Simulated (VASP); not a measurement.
# WS2 in VASP: further runs

WS2 is run at these levels: LDA, PBE, revPBE; tasks: single point.

Program: VASP 6.6.1. These are calculated values, not measurements. Logs are shortened: lines on timing, memory, paths and dates and some standing lists are left out, and cuts for length are marked.

**1. The cell of the first run**

The cell holds a slab with vacuum, 12 atoms: a = 3.183 Å, b = 3.183 Å, c = 35.181 Å, α = 90.00°, β = 90.00°, γ = 120.00°.

**2. Single point, LDA**

INCAR reads:

```
SYSTEM = WS2
PREC = Accurate
ENCUT = 520
EDIFF = 1E-6
ISMEAR = -1
SIGMA = 0.05
LREAL = .FALSE.
LASPH = .TRUE.
NELM = 60
ALGO = Normal
ISIF = 2
LWAVE = .FALSE.
LCHARG = .FALSE.
NBANDS = 64
```

KPOINTS reads:

```
regular mesh
0
G
  10 10 1
  0 0 0
```

POSCAR reads:

```
WS2
1.0
    3.1831225544      0.0000000000      0.0000000000
   -1.5915612772      2.7566649955      0.0000000000
    0.0000000000      0.0000000000     35.1805582101
W S
4 8
Direct
    0.3333333333      0.6666666667      0.5923166100
    0.3333333333      0.6666666667      0.2234000000
    0.6666666667      0.3333333333      0.7766000000
    0.6666666667      0.3333333333      0.4076833900
    0.3333333333      0.6666666667      0.8211496400
    0.3333333333      0.6666666667      0.4520236900
    0.6666666667      0.3333333333      0.6366210700
    0.6666666667      0.3333333333      0.2677418400
    0.3333333333      0.6666666667      0.7322581600
    0.3333333333      0.6666666667      0.3633789300
    0.6666666667      0.3333333333      0.5479763100
    0.6666666667      0.3333333333      0.1788503600
```

Potentials or basis: VASP PAW LDA potentials, release 64 (W_sv, S).

Run with:

```
cat potpaw_LDA.64/W_sv/POTCAR potpaw_LDA.64/S/POTCAR > POTCAR
mpirun -np 1 vasp_std > vasp.out
```

OUTCAR:

```text
SYSTEM = WS2
   PREC = Accurate
   ENCUT = 520
   EDIFF = 1E-6
   ISMEAR = -1
   LREAL = .FALSE.
   LASPH = .TRUE.
   NELM = 60
   ISIF = 2

 ion  position               nearest neighbor table
   1  0.333  0.667  0.592-   7 2.41   7 2.41   7 2.41  11 2.41  11 2.41  11 2.41
   2  0.333  0.667  0.223-   8 2.41   8 2.41   8 2.41  12 2.42  12 2.42  12 2.42
   3  0.667  0.333  0.777-   9 2.41   9 2.41   9 2.41   5 2.42   5 2.42   5 2.42
   4  0.667  0.333  0.408-  10 2.41  10 2.41  10 2.41   6 2.41   6 2.41   6 2.41
   5  0.333  0.667  0.821-   3 2.42   3 2.42   3 2.42
   6  0.333  0.667  0.452-   4 2.41   4 2.41   4 2.41
   7  0.667  0.333  0.637-   1 2.41   1 2.41   1 2.41
   8  0.667  0.333  0.268-   2 2.41   2 2.41   2 2.41
   9  0.333  0.667  0.732-   3 2.41   3 2.41   3 2.41
  10  0.333  0.667  0.363-   4 2.41   4 2.41   4 2.41
  11  0.667  0.333  0.548-   1 2.41   1 2.41   1 2.41
  12  0.667  0.333  0.179-   2 2.42   2 2.42   2 2.42

  LATTYP: Found a hexagonal cell.
 ALAT       =     3.1831225544
 C/A-ratio  =    11.0522160579

  Lattice vectors:

 A1 = (   3.1831225544,   0.0000000000,   0.0000000000)
 A2 = (  -1.5915612772,   2.7566649955,   0.0000000000)
 A3 = (   0.0000000000,   0.0000000000,  35.1805582101)

Analysis of symmetry for initial positions (statically):
=====================================================================
 Subroutine PRICEL returns:
 Original cell was already a primitive cell.

 Routine SETGRP: Setting up the symmetry group for a
 hexagonal supercell.

 Subroutine GETGRP returns: Found 12 space group operations
 (whereof 12 operations were pure point group operations)
 out of a pool of 24 trial point group operations.

The static configuration has the point symmetry D_3d.

Analysis of symmetry for dynamics (positions and initial velocities):
=====================================================================
 Subroutine PRICEL returns:
 Original cell was already a primitive cell.

 Routine SETGRP: Setting up the symmetry group for a
 hexagonal supercell.

 Subroutine GETGRP returns: Found 12 space group operations
 (whereof 12 operations were pure point group operations)
 out of a pool of 24 trial point group operations.

The dynamic configuration has the point symmetry D_3d.

 Subroutine INISYM returns: Found 12 space group operations
[... 113 lines left out ...]
   ISYM   =      2    0-nonsym 1-usesym 2-fastsym
   POTIM  = 0.5000    time-step for ionic-motion
   TEBEG  =    0.0;   TEEND  =   0.0 temperature during run
   PSTRESS=    0.0 pullay stress
   NELECT =     104.0000    total number of electrons
   NUPDOWN=      -1.0000    fix difference up-down
   EMIN   =  10.00;   EMAX   =-10.00  energy-range for DOS
   EFERMI =   0.00;   METHOD = LEGACY
   ISMEAR =    -1;   SIGMA  =   0.05  broadening in eV -4-tet -1-fermi 0-gaus
   EFERMI_NEDOS =   21; number of points for ismear=-14 and -15
   IALGO  =     38    algorithm
   IMIX   =      4    mixing-type and parameters
     AMIX     =   0.40;   BMIX     =  1.00
     AMIX_MAG =   1.60;   BMIX_MAG =  1.00
  volume/ion in A,a.u.               =      25.73       173.60
  Fermi-wavevector in a.u.,A,eV,Ry     =   1.139128  2.152640 17.655096  1.297613
  Thomas-Fermi vector in A             =   2.275832
   LORBIT       =      0    0 simple, 1 ext, 2 COOP (PROOUT), +10 PAW based schemes
   GGA     = CA    functional components
   LHFCALC =     F    Hartree Fock is set to
   AEXX    =    0.0000 exact exchange contribution
   IVDW    =     0    specifies the selected vdW correction
   LEPSILON=     F    determine dielectric tensor
   LRPA    =     F    only Hartree local field effects (RPA)
 non-spin polarized calculation
  energy-cutoff  :      520.00
  volume of cell :      308.70
 maximum number of plane-waves:      8358
 NGX is ok and might be reduce to    24
   NGX = 11   NGY = 11   NGZ =131

 number of electron     104.0000000 magnetization

 Free energy of the ion-electron system (eV)
  ---------------------------------------------------
  ext. energy  EPLUGINS =         0.00000000
  ---------------------------------------------------
  free energy    TOTEN  =      -104.72587886 eV

  energy without entropy =     -104.72587871  energy(sigma->0) =     -104.72587878

 E-fermi :   3.8342     XC(G=0):  -8.2177

 val. band max:        3.2203822091   @ k =   0.0000   0.0000   0.0000
 cond. band min:       4.5796483236   @ k =   0.2000   0.2000   0.0000
 fundamental gap:      1.3592661146
 Fermi energy:         3.8342189418

 k-point     1 :       0.0000    0.0000    0.0000
  band No.  band energies     occupation
      1     -70.7996      2.00000
      2     -70.7996      2.00000
      3     -70.7979      2.00000
      4     -70.7979      2.00000
      5     -35.3063      2.00000
      6     -35.3063      2.00000
[... 927 lines left out ...]
     63       6.6583      0.00000
     64       6.6984      0.00000

------------------------ aborting loop because EDIFF is reached ----------------------------------------

  FORCE on cell =-STRESS in cart. coord.  units (eV):
  Direction    XX          YY          ZZ          XY          YZ          ZX
  --------------------------------------------------------------------------------------
  -------------------------------------------------------------------------------------
  Total       -8.5860500     -8.5860500     -5.8210532     -0.0000000      0.0000000     -0.0000000
  in kB      -44.5619222    -44.5619222    -30.2114851     -0.0000000      0.0000000     -0.0000000
  external PRESSURE =     -39.7784432 kB  Pullay stress =       0.0000000 kB

 VOLUME and BASIS-vectors are now :
 -----------------------------------------------------------------------------
  energy-cutoff  :      520.00
  volume of cell :      308.70
      direct lattice vectors                 reciprocal lattice vectors
     3.183122554  0.000000000  0.000000000     0.314156927  0.181378586  0.000000000
    -1.591561277  2.756664995  0.000000000     0.000000000  0.362757173  0.000000000
     0.000000000  0.000000000 35.180558210     0.000000000  0.000000000  0.028424791

 POSITION                                       TOTAL-FORCE (eV/Angst)
 -----------------------------------------------------------------------------------
     -0.00000      1.83778     20.83803        -0.000000      0.000000     -0.020178
     -0.00000      1.83778      7.85934         0.000000     -0.000000     -0.123151
      1.59156      0.91889     27.32122        -0.000000     -0.000000      0.123151
      1.59156      0.91889     14.34253         0.000000     -0.000000      0.020178
     -0.00000      1.83778     28.88850         0.000000      0.000000     -0.494414
     -0.00000      1.83778     15.90245         0.000000      0.000000     -0.271878
      1.59156      0.91889     22.39668        -0.000000     -0.000000     -0.251624
      1.59156      0.91889      9.41931        -0.000000      0.000000     -0.287858
     -0.00000      1.83778     25.76125         0.000000     -0.000000      0.287858
     -0.00000      1.83778     12.78387        -0.000000     -0.000000      0.251624
      1.59156      0.91889     19.27811         0.000000     -0.000000      0.271878
      1.59156      0.91889      6.29206        -0.000000     -0.000000      0.494414
 -----------------------------------------------------------------------------------
    total drift:                                0.000000     -0.000000      0.000000

  FREE ENERGIE OF THE ION-ELECTRON SYSTEM (eV)
  ---------------------------------------------------
  free  energy   TOTEN  =      -104.7258788597 eV

  energy  without entropy=     -104.7258787071  energy(sigma->0) =     -104.72587878
```

stdout:

```text
POSCAR found type information on POSCAR W S
 POSCAR found :  2 types and      12 ions
 scaLAPACK will be used
 LDA part: xc-table for (Slater(with rela. corr.)+CA(PZ))
 , standard interpolation
 POSCAR, INCAR and KPOINTS ok, starting setup
 FFT: planning ... GRIDC
 FFT: planning ... GRID_SOFT
 FFT: planning ... GRID
 WAVECAR not read
 entering main loop
```

It took 8.2 min on 1 thread of Intel Xeon Platinum 8259CL at 2.50GHz (Skylake/Cascade Lake), shared host; peak memory 0.43 GiB.

Results:

| Quantity | Value |
| --- | --- |
| Free energy | -104.7259 eV |
| Largest force | 0.494 eV/Å |
| Band gap on the k mesh | 1.36 eV (least direct gap 2.09 eV) |

Forces in eV/Å, atoms in the order of the input:
```
W    0.000  0.000 -0.020
W    0.000  0.000 -0.123
W    0.000  0.000  0.123
W    0.000  0.000  0.020
S    0.000  0.000 -0.494
S    0.000  0.000 -0.272
S    0.000  0.000 -0.252
S    0.000  0.000 -0.288
S    0.000  0.000  0.288
S    0.000  0.000  0.252
S    0.000  0.000  0.272
S    0.000  0.000  0.494
```

Caveat: spin-orbit coupling is left out, which moves the levels of the heavy elements.

**3. Single point, PBE**

This run uses another cell than the first one.

INCAR reads:

```
ALGO = Normal
EDIFF = 1E-6
ENCUT = 520
GGA = PE
ISIF = 2
ISMEAR = -1
LASPH = T
LCHARG = F
LREAL = F
LWAVE = F
NBANDS = 64
NELM = 80
PREC = Accurate
SIGMA = 0.05
```

KPOINTS reads:

```
k-points
0
Gamma
  10 10 1
```

POSCAR reads:

```
WS2
1.0
    3.1878215013      0.0000000000      0.0000000000
   -1.5939107506      2.7607344028      0.0000000000
    0.0000000000      0.0000000000     37.8335432802
W S
4 8
Direct
    0.3333333333      0.6666666667      0.5975022673
    0.3333333333      0.6666666667      0.2071092755
    0.6666666667      0.3333333333      0.7928907245
    0.6666666667      0.3333333333      0.4024977327
    0.3333333333      0.6666666667      0.8344159613
    0.3333333333      0.6666666667      0.4440227020
    0.6666666667      0.3333333333      0.6390272894
    0.6666666667      0.3333333333      0.2486358740
    0.3333333333      0.6666666667      0.7513641260
    0.3333333333      0.6666666667      0.3609727106
    0.6666666667      0.3333333333      0.5559772980
    0.6666666667      0.3333333333      0.1655840387
```

Potentials or basis: VASP PAW PBE potentials, release 64 (W_sv, S).

Run with:

```
cat potpaw_PBE.64/W_sv/POTCAR potpaw_PBE.64/S/POTCAR > POTCAR
mpirun -np 1 vasp_std > vasp.out
```

It took 8.9 min on 1 thread of Intel Xeon Platinum 8259CL at 2.50GHz (Skylake/Cascade Lake), shared host; peak memory 0.52 GiB.

It converged, with:

```yaml
Free_energy: -94.7195 eV
Largest_force: 0.003 eV/Å
Band_gap_on_the_k_mesh: 1.83 eV (least direct gap 2.14 eV)
```

Forces on the atoms (eV/Å):
```
W    0.000  0.000  0.000
W    0.000  0.000 -0.001
W    0.000  0.000  0.001
W    0.000  0.000  0.000
S    0.000  0.000  0.002
S    0.000  0.000  0.003
S    0.000  0.000  0.003
S    0.000  0.000  0.002
S    0.000  0.000 -0.002
S    0.000  0.000 -0.003
S    0.000  0.000 -0.003
S    0.000  0.000 -0.002
```

Levels at points of the mesh, in eV from the valence-band top:
```
           k point  band 50  band 51  band 52  band 53  band 54  band 55
(0.00, 0.00, 0.00)    -0.23    -0.10     0.00     2.72     2.72     2.72
(0.50, 0.00, 0.00)    -1.07    -1.07    -1.07     2.69     2.69     2.69
```

Caveat: spin-orbit coupling is left out, which moves the levels of the heavy elements.

**4. Single point, revPBE**

INCAR reads:

```
PREC = Accurate ; ENCUT = 520
EDIFF = 1E-7 ; ISMEAR = -1
SIGMA = 0.05 ; LREAL = F
LASPH = T ; NELM = 60
ALGO = Normal ; ISIF = 2
LWAVE = F ; LCHARG = T
GGA = RE ; LELF = T
LVHAR = T ; NBANDS = 64
```

KPOINTS reads:

```
Automatic mesh
0
Gamma
  10 10 1
```

POSCAR reads:

```
WS2
1.0
    3.1831225544      0.0000000000      0.0000000000
   -1.5915612772      2.7566649955      0.0000000000
    0.0000000000      0.0000000000     35.1805582101
W S
4 8
Direct
    0.3333333333      0.6666666667      0.5923166100
    0.3333333333      0.6666666667      0.2234000000
    0.6666666667      0.3333333333      0.7766000000
    0.6666666667      0.3333333333      0.4076833900
    0.3333333333      0.6666666667      0.8211496400
    0.3333333333      0.6666666667      0.4520236900
    0.6666666667      0.3333333333      0.6366210700
    0.6666666667      0.3333333333      0.2677418400
    0.3333333333      0.6666666667      0.7322581600
    0.3333333333      0.6666666667      0.3633789300
    0.6666666667      0.3333333333      0.5479763100
    0.6666666667      0.3333333333      0.1788503600
```

Potentials or basis: VASP PAW PBE potentials, release 64 (W_sv, S).

Run with:

```
cat potpaw_PBE.64/W_sv/POTCAR potpaw_PBE.64/S/POTCAR > POTCAR
mpirun -np 1 vasp_std > vasp.out
```

OUTCAR:

```text
PREC = Accurate
   ENCUT = 520
   EDIFF = 1E-7
   ISMEAR = -1
   LREAL = F
   LASPH = T
   NELM = 60
   ISIF = 2
   GGA = RE

 ion  position               nearest neighbor table
   1  0.333  0.667  0.592-   7 2.41   7 2.41   7 2.41  11 2.41  11 2.41  11 2.41
   2  0.333  0.667  0.223-   8 2.41   8 2.41   8 2.41  12 2.42  12 2.42  12 2.42
   3  0.667  0.333  0.777-   9 2.41   9 2.41   9 2.41   5 2.42   5 2.42   5 2.42
   4  0.667  0.333  0.408-  10 2.41  10 2.41  10 2.41   6 2.41   6 2.41   6 2.41
   5  0.333  0.667  0.821-   3 2.42   3 2.42   3 2.42
   6  0.333  0.667  0.452-   4 2.41   4 2.41   4 2.41
   7  0.667  0.333  0.637-   1 2.41   1 2.41   1 2.41
   8  0.667  0.333  0.268-   2 2.41   2 2.41   2 2.41
   9  0.333  0.667  0.732-   3 2.41   3 2.41   3 2.41
  10  0.333  0.667  0.363-   4 2.41   4 2.41   4 2.41
  11  0.667  0.333  0.548-   1 2.41   1 2.41   1 2.41
  12  0.667  0.333  0.179-   2 2.42   2 2.42   2 2.42

  LATTYP: Found a hexagonal cell.
 ALAT       =     3.1831225544
 C/A-ratio  =    11.0522160579

  Lattice vectors:

[... 199 lines left out ...]
      4     -71.0097      2.00000
      5     -35.2420      2.00000
      6     -35.2420      2.00000
[... 927 lines left out ...]
     63       6.9744      0.00000
     64       7.0138      0.00000

------------------------ aborting loop because EDIFF is reached ----------------------------------------

  FORCE on cell =-STRESS in cart. coord.  units (eV):
  Direction    XX          YY          ZZ          XY          YZ          ZX
  --------------------------------------------------------------------------------------
  -------------------------------------------------------------------------------------
  Total        4.2278827      4.2278827      5.7944817      0.0000000      0.0000000     -0.0000000
  in kB       21.9428703     21.9428703     30.0735777      0.0000000      0.0000000     -0.0000000
  external PRESSURE =      24.6531061 kB  Pullay stress =       0.0000000 kB

 VOLUME and BASIS-vectors are now :
 -----------------------------------------------------------------------------
  energy-cutoff  :      520.00
  volume of cell :      308.70
      direct lattice vectors                 reciprocal lattice vectors
     3.183122554  0.000000000  0.000000000     0.314156927  0.181378586  0.000000000
    -1.591561277  2.756664995  0.000000000     0.000000000  0.362757173  0.000000000
     0.000000000  0.000000000 35.180558210     0.000000000  0.000000000  0.028424791

 POSITION                                       TOTAL-FORCE (eV/Angst)
 -----------------------------------------------------------------------------------
     -0.00000      1.83778     20.83803        -0.000000     -0.000000     -0.021094
     -0.00000      1.83778      7.85934         0.000000     -0.000000     -0.139840
      1.59156      0.91889     27.32122        -0.000000      0.000000      0.139840
      1.59156      0.91889     14.34253        -0.000000      0.000000      0.021094
     -0.00000      1.83778     28.88850        -0.000000     -0.000000      0.248469
     -0.00000      1.83778     15.90245         0.000000      0.000000      0.275553
      1.59156      0.91889     22.39668         0.000000     -0.000000      0.294312
      1.59156      0.91889      9.41931         0.000000      0.000000      0.255852
     -0.00000      1.83778     25.76125        -0.000000      0.000000     -0.255852
     -0.00000      1.83778     12.78387        -0.000000      0.000000     -0.294312
      1.59156      0.91889     19.27811         0.000000     -0.000000     -0.275553
      1.59156      0.91889      6.29206         0.000000      0.000000     -0.248469
 -----------------------------------------------------------------------------------
    total drift:                                0.000000     -0.000000      0.000000

  FREE ENERGIE OF THE ION-ELECTRON SYSTEM (eV)
  ---------------------------------------------------
  free  energy   TOTEN  =       -90.4424894018 eV

  energy  without entropy=      -90.4424893433  energy(sigma->0) =      -90.44248937
```

OSZICAR:

```text
N       E                     dE             d eps       ncg     rms          rms(c)
DAV:   1     0.110570220436E+04    0.11057E+04   -0.55918E+04  2032   0.153E+03
DAV:   2    -0.136292010809E+02   -0.11193E+04   -0.10878E+04  2136   0.414E+02
DAV:   3    -0.925188655406E+02   -0.78890E+02   -0.77759E+02  2184   0.106E+02
[... 18 lines left out ...]
DAV:  22    -0.904424851452E+02   -0.50979E-05   -0.82675E-08  1376   0.798E-04    0.557E-04
DAV:  23    -0.904424886527E+02   -0.35075E-05   -0.81748E-08  1360   0.574E-04    0.457E-04
DAV:  24    -0.904424891248E+02   -0.47211E-06   -0.98887E-09  1256   0.259E-04    0.356E-04
DAV:  25    -0.904424893737E+02   -0.24890E-06   -0.96353E-09  1200   0.179E-04    0.120E-04
DAV:  26    -0.904424894018E+02   -0.28098E-07   -0.18037E-09  1184   0.899E-05
   1 F= -.90442489E+02 E0= -.90442489E+02  d E =-.584472E-07
```

It took 16 min on 1 thread of Intel Xeon 8259CL, shared host; peak memory 0.51 GiB.

Results:

| Quantity | Value |
| --- | --- |
| Free energy | -90.4425 eV |
| Largest force | 0.294 eV/Å |
| Band gap on the k mesh | 1.48 eV (least direct gap 2.11 eV) |

Forces in eV/Å, atoms in the order of the input:
```
W    0.000  0.000 -0.021
W    0.000  0.000 -0.140
W    0.000  0.000  0.140
W    0.000  0.000  0.021
S    0.000  0.000  0.248
S    0.000  0.000  0.276
S    0.000  0.000  0.294
S    0.000  0.000  0.256
S    0.000  0.000 -0.256
S    0.000  0.000 -0.294
S    0.000  0.000 -0.276
S    0.000  0.000 -0.248
```

Caveat: the PAW data sets were made with another functional, which shifts forces and pressure a little; spin-orbit coupling is left out, which moves the levels of the heavy elements.

**5. Overview**

```tsv
level	potentials or basis	cell	gap on the mesh (eV)	largest force (eV/Å)
LDA	VASP PAW LDA potentials, release 64 (W_sv, S)	a = 3.183, b = 3.183, c = 35.181 Å, angles 90.0, 90.0, 120.0°, 12 atoms, atomic positions A	1.36	0.49
PBE	VASP PAW PBE potentials, release 64 (W_sv, S)	a = 3.188, b = 3.188, c = 37.834 Å, angles 90.0, 90.0, 120.0°, 12 atoms, atomic positions B	1.83	-
revPBE	VASP PAW PBE potentials, release 64 (W_sv, S)	a = 3.183, b = 3.183, c = 35.181 Å, angles 90.0, 90.0, 120.0°, 12 atoms, atomic positions A	1.48	0.29
```

Alike in all rows: task single point; no spin polarisation; k mesh 10 × 10 × 1; cutoff (eV) 520; smearing fermi-dirac 0.05 eV.

Caveats: spin-orbit coupling is left out, which moves the levels of the heavy elements; the PAW data sets were made with another functional, which shifts forces and pressure a little (at least some runs).

Total energies depend on the potentials used, so only differences within one code and one set of settings carry meaning.
